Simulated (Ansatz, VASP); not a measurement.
Mg: VASP beside Ansatz

The input INCAR:

```
SYSTEM = Mg
AGGAC    = 1.0          
AGGAX    = 1.0          
ALDAC    = 0.0          
ALDAX    = 1.0          
ALGO     = Normal         ! electronic algorithm
EDIFF    = 1E-7           ! SCF threshold, eV
ENCUT    = 520            ! plane-wave cutoff, eV
GGA      = B5             ! functional
ISIF     = 2              ! what is computed and relaxed
ISMEAR   = -1             ! smearing method
LASPH    = .TRUE.         ! aspherical terms in the spheres
LCHARG   = .FALSE.        ! write CHGCAR
LREAL    = .FALSE.        ! projectors in reciprocal space
LWAVE    = .FALSE.        ! write WAVECAR
NBANDS   = 10             ! bands
NELM     = 60             ! most SCF steps
PREC     = Accurate       ! precision mode
SIGMA    = 0.1            ! smearing width, eV
```

File KPOINTS:

```
k-points
0
G
  8 8 11
  0 0 0
```

The input POSCAR:

```
Mg
1.0
    5.1429641389      0.0000000000      0.0000000000
   -2.5714820695      4.4539375951      0.0000000000
    0.0000000000      0.0000000000      3.1362559495
Mg
3
Direct
    1.0000000000      1.0000000000      0.0000000000
    0.3333333333      0.6666666667      0.5000000000
    0.6666666667      0.3333333333      0.5000000000
```

Input for Ansatz:

```yaml
crystal:
  lattice:
    - [5.1429641389, 0.0, 0.0]
    - [-2.5714820695, 4.4539375951, 0.0]
    - [0.0, 0.0, 3.1362559495]
  atoms:
    - { symbol: Mg, position: [1.0, 1.0, 0.0] }
    - { symbol: Mg, position: [0.3333333333, 0.6666666667, 0.5] }
    - { symbol: Mg, position: [0.6666666667, 0.3333333333, 0.5] }
hamiltonian:
  xc: blyp
  pseudopotentials:
    kind: paw
    azcp:
      Mg: "pseudopotentials/Mg.paw.azcp"
basis:
  ecutwfc: 420
  fft_grid_basis: typed
kpoints:
  mp_grid: { grid: [8, 8, 11], shift: [0, 0, 0] }
magnetization:
  spin_polarized: false
scf:
  occupations: { method: fermi_dirac, width: 0.1 }
  lower_state_search: "off"
output:
  stress: true
  write_density: true
  write_potential: true
  elf: true
  volumetric_format: npy
```

Alike in both runs: task single point; functional BLYP; k mesh 8 × 8 × 11; occupations fermi-dirac, width 0.1 eV; no spin polarisation.

```csv
,VASP,Ansatz
version,VASP 6.6.1,Ansatz 0.2.0
potentials or method,"VASP PAW PBE potentials, release 64 (Mg), cutoff 520 eV","plane waves (420 eV) with PAW, scalar-relativistic"
valence electrons in the cell,6,30
```

|  | VASP | Ansatz | Ansatz less VASP |
| --- | --- | --- | --- |
| pressure (GPa) | -0.1 | 0.0 | +0.04 |
| traceless stress, the component that is largest in VASP (GPa) | 0.20 | 0.20 | +0.003 |

VASP's potentials were made for PBE, not for BLYP. VASP's potentials hold 6 valence electrons a cell and Ansatz's 30, so a difference there can come from the potentials and not from the codes.
